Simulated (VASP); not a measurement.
Set up this calculation in VASP 6.6.1, as the native input.

| Quantity | Value |
| --- | --- |
| Task | single point |
| Functional | r2SCAN |
| Potentials or basis | VASP PAW PBE potentials, release 64 (Ta_sv_GW, N) |
| Cutoff | 660 eV |
| k mesh | 18 × 18 × 14 |
| Occupations | gaussian, width 0.1 eV |
| Spin | no spin polarisation |
| Dipole correction | no |
| Further INCAR settings | ALGO = Normal; EDIFF = 1e-06; NBANDS = 16 |

TaN:

```
CELL_PARAMETERS angstrom
2.93615 0.00000 0.00000
-1.46808 2.54278 0.00000
0.00000 0.00000 2.88462
ATOMIC_POSITIONS crystal
Ta 0.33333 0.66667 0.50000
N 0.00000 0.00000 0.00000
```

The input as run:

POSCAR

```
TaN
1.0
    2.9361543272      0.0000000000      0.0000000000
   -1.4680771636      2.5427842368      0.0000000000
    0.0000000000      0.0000000000      2.8846185528
Ta N
1 1
Direct
    0.3333333333      0.6666666667      0.5000000000
    0.0000000000      0.0000000000      0.0000000000
```

INCAR.step1

```
SYSTEM = TaN
PREC     = Accurate       ! precision mode
ENCUT    = 660            ! plane-wave cutoff, eV
ISMEAR   = 0              ! smearing method
SIGMA    = 0.1            ! smearing width, eV
LREAL    = .FALSE.        ! projectors in reciprocal space
LASPH    = .TRUE.         ! aspherical terms in the spheres
NELM     = 120            ! most SCF steps
NBANDS   = 16             ! bands
GGA      = PE             ! functional
ALGO     = Normal         ! electronic algorithm
EDIFF    = 1E-5           ! SCF threshold, eV
LWAVE    = .TRUE.         ! write WAVECAR
LCHARG   = .FALSE.        ! write CHGCAR
GGA_COMPAT= .FALSE.
```

INCAR.step2

```
SYSTEM = TaN
PREC     = Accurate       ! precision mode
ENCUT    = 660            ! plane-wave cutoff, eV
EDIFF    = 1E-6           ! SCF threshold, eV
ISMEAR   = 0              ! smearing method
SIGMA    = 0.1            ! smearing width, eV
LREAL    = .FALSE.        ! projectors in reciprocal space
LASPH    = .TRUE.         ! aspherical terms in the spheres
NELM     = 120            ! most SCF steps
ALGO     = Normal         ! electronic algorithm
ISIF     = 2              ! what is computed and relaxed
LWAVE    = .FALSE.        ! write WAVECAR
LCHARG   = .FALSE.        ! write CHGCAR
METAGGA  = R2SCAN         ! meta-GGA
LMIXTAU  = .TRUE.       
NBANDS   = 16             ! bands
ISTART   = 1            
GGA_COMPAT= .FALSE.
```

KPOINTS

```
regular mesh
0
G
  18 18 14
  0 0 0
```

Potentials or basis: VASP PAW PBE potentials, release 64 (Ta_sv_GW, N).

Run with:

```bash
$ cat potpaw_PBE.64/Ta_sv_GW/POTCAR potpaw_PBE.64/N/POTCAR > POTCAR
$ cp INCAR.step1 INCAR
$ mpirun -np 1 vasp_std > vasp.out
$ cp INCAR.step2 INCAR
$ mpirun -np 1 vasp_std > vasp.out
```

It gave:

```
Pressure               : -0.1 GPa
Band gap on the k mesh : zero (bands 9 and 10 overlap by 0.25 eV)
```

Caveat: the PAW data sets were made with another functional, which shifts forces and pressure a little; spin-orbit coupling is left out, which moves the levels of the heavy elements.

Wall time 8.3 min on 1 thread of AMD EPYC 7R43 64-Core Processor (Zen 3) (shared host), peak memory 0.26 GiB.
